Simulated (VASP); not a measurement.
A run of VASP 6.6.1:

Contents of INCAR:

```
PREC = Accurate
ENCUT = 520
EDIFF = 1E-6
ISMEAR = 0
SIGMA = 0.1
LREAL = False
LASPH = True
NELM = 80
ALGO = Fast
ISIF = 2
LWAVE = False
LCHARG = False
GGA = PS
NBANDS = 34
```

Contents of KPOINTS:

```
regular mesh
0
Gamma
  10 10 10
```

Contents of POSCAR:

```
CoSn3
1.0
    4.3382291422      0.0000000000      0.0000000000
    0.0000000000      4.3382291422      0.0000000000
    0.0000000000      0.0000000000      4.3382291422
Sn Co
3 1
Direct
    0.0000000000      0.5000000000      0.5000000000
    0.5000000000      0.0000000000      0.5000000000
    0.5000000000      0.5000000000      0.0000000000
    0.0000000000      0.0000000000      0.0000000000
```

Potentials or basis: VASP PAW PBE potentials, release 64 (Sn_d, Co).

Command:

```console
$ cat potpaw_PBE.64/Sn_d/POTCAR potpaw_PBE.64/Co/POTCAR > POTCAR
$ mpirun -np 1 vasp_std > vasp.out
```

Hardware: 1 thread of AMD EPYC 9R45 96-Core Processor (Zen 5), on a shared host.

Estimate the wall time of this run.

It took 74 s on 1 thread of AMD EPYC 9R45 96-Core Processor (Zen 5) (shared host), peak memory 0.24 GiB. Counts: scf iterations 17, k points 56.
